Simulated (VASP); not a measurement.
P: single point with PBE+D3(BJ)

P:

```xyz
2
Lattice="1.7093 0.9869 2.9739 -1.7093 0.9869 2.9739 0.0000 -1.9738 2.9739" Properties=species:S:1:pos:R:3 pbc="T T T"
P     0.0000    0.0000    2.0659
P     0.0000    0.0000    6.8558
```

```yaml
Program: VASP 6.6.1
Task: single point
Functional: PBE
Dispersion: D3(BJ)
Potentials_or_basis: VASP PAW PBE potentials, release 64 (P)
Cutoff: 500 eV
k_mesh: 6 × 6 × 6
Occupations: gaussian, width 0.1 eV
Spin: no spin polarisation
Dipole_correction: no
Further_INCAR_settings: ALGO = Normal; EDIFF = 1e-06; NBANDS = 12
```

| Item | Value |
| --- | --- |
| Pressure | -0.4 GPa |
| Largest force | 0.075 eV/Å |
| Band gap on the k mesh | zero (bands 5 and 6 overlap by 1.01 eV) |
| Dispersion energy per atom | -0.470 eV |

Forces in eV/Å, atoms in the order of the input:
```
P    0.000  0.000 -0.075
P    0.000  0.000  0.075
```

Stress tensor (GPa, compression positive):
```
-0.56  0.00  0.00
 0.00 -0.56  0.00
 0.00  0.00 -0.04
```

Levels at points of the mesh, in eV from the Fermi level:
```tsv
k point	band 1	band 2	band 3	band 4	band 5	band 6	band 7	band 8	band 9	band 10
(0.00, 0.00, 0.00)	-17.10	-3.16	-2.99	-2.99	-2.87	1.78	2.94	2.94	5.39	5.39
(0.50, 0.00, 0.00)	-13.37	-12.45	-3.67	-3.21	-1.08	-0.15	0.06	0.49	9.62	10.44
(0.50, 0.50, 0.00)	-13.04	-10.09	-7.36	-5.83	-5.80	-0.08	6.72	7.65	8.83	9.23
(0.50, 0.50, 0.50)	-14.53	-11.68	-2.85	-2.85	-0.68	-0.68	0.26	2.08	9.40	9.90
```

Run time: 16 s on 1 thread of Intel(R) Xeon(R) Platinum 8259CL CPU @ 2.50GHz (Skylake/Cascade Lake), on a shared host, peak memory 0.16 GiB.

Caveat: the k points lie up to 0.37 Å⁻¹ apart, too coarse for converged energies and pressures of a metal.
